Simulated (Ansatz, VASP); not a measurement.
## V in VASP and in Ansatz

```xyz
1
Lattice="2.1220 0.0000 0.0000 0.0000 2.1220 0.0000 0.0000 0.0000 2.1220" Properties=species:S:1:pos:R:3 pbc="T T T"
V     0.0000    0.0000    0.0000
```

Change from the starting cell: volume scaled by 0.68, PAW files.

Alike in both runs: task single point; functional PBEsol; k mesh 17 × 17 × 17; occupations fermi-dirac, width 0.1 eV; no spin polarisation.

```csv
,VASP,Ansatz
version,VASP 6.6.1,Ansatz 0.2.0
potentials or method,"VASP PAW PBE potentials, release 64 (V_sv)","PAW with Ansatz's default frozen-core files, scalar-relativistic"
plane-wave cutoff (eV),500,420
valence electrons in the cell,13,13
```

|  | VASP | Ansatz | Ansatz less VASP |
| --- | --- | --- | --- |
| pressure (GPa) | 124.4 | 120.4 | -4.00 |

VASP's potentials were made for PBE, not for PBEsol. Both programs put the cell under a high pressure, so it lies far from rest at this level.

Noted on VASP's run: the cell as given lies far from equilibrium.
